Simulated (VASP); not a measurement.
Write the native input for VASP 6.6.1 that does the following.

```yaml
Task: relaxation of cell and atoms
Functional: PBEsol
Dispersion: D3(BJ)
Potentials_or_basis: VASP PAW PBE potentials, release 64 (Si, N)
Cutoff: 600 eV
k_mesh: 7 × 7 × 7
Occupations: fermi-dirac, width 0.05 eV
Spin: no spin polarisation
Dipole_correction: no
Further_INCAR_settings: ALGO = Normal; EDIFF = 1e-07; IBRION = 2; EDIFFG = -0.01; NSW = 60; ISIF = 3
```

The structure of Si3N4 lies in POSCAR:

```
Si3N4
1.0
    4.1307800000      0.0000000000      0.0000000000
    0.0000000000      4.1307800000      0.0000000000
    0.0000000000      0.0000000000      4.1307800000
Si N
3 4
Direct
    0.0000000000      0.0000000000      0.5000000000
    0.5000000000      0.0000000000      0.0000000000
    0.0000000000      0.5000000000      0.0000000000
    0.2395200000      0.2395200000      0.7604800000
    0.7604800000      0.7604800000      0.7604800000
    0.2395200000      0.7604800000      0.2395200000
    0.7604800000      0.2395200000      0.2395200000
```

These files were run (other wordings do the same):

INCAR

```
ALGO = Normal
EDIFF = 1E-7
EDIFFG = -0.01
ENCUT = 600
GGA = PS
IBRION = 2
ISIF = 3
ISMEAR = -1
IVDW = 12
LASPH = True
LCHARG = False
LREAL = False
LWAVE = False
NELM = 60
NSW = 60
PREC = Accurate
SIGMA = 0.05
```

KPOINTS

```
k-points
0
Gamma
  7 7 7
```

Potentials or basis: VASP PAW PBE potentials, release 64 (Si, N).

Command:

```console
$ cat potpaw_PBE.64/Si/POTCAR potpaw_PBE.64/N/POTCAR > POTCAR
$ mpirun -np 1 vasp_std > vasp.out
```

Results of the run:

The relaxed volume is 9.73 Å³/atom. The relaxed cell is a = 4.084 Å, b = 4.084 Å, c = 4.084 Å, α = 90.00°, β = 90.00°, γ = 90.00°, the space group after relaxing (to 0.1 Å) is P-43m (No. 215) and the energy gained by relaxing is 7.9 meV/atom. The ionic steps are 5. The pressure after relaxing is -0.1 GPa, the band gap on the k mesh is 2.60 eV (least direct gap 2.79 eV) and the dispersion energy per atom is -0.214 eV.

Caveat: the PAW data sets were made with another functional, which shifts forces and pressure a little; an odd mesh through Γ misses points on the zone boundary, where band edges can lie.

Run time: 2.7 min on 1 thread of Intel Xeon 8259CL, on a shared host, peak memory 0.23 GiB.
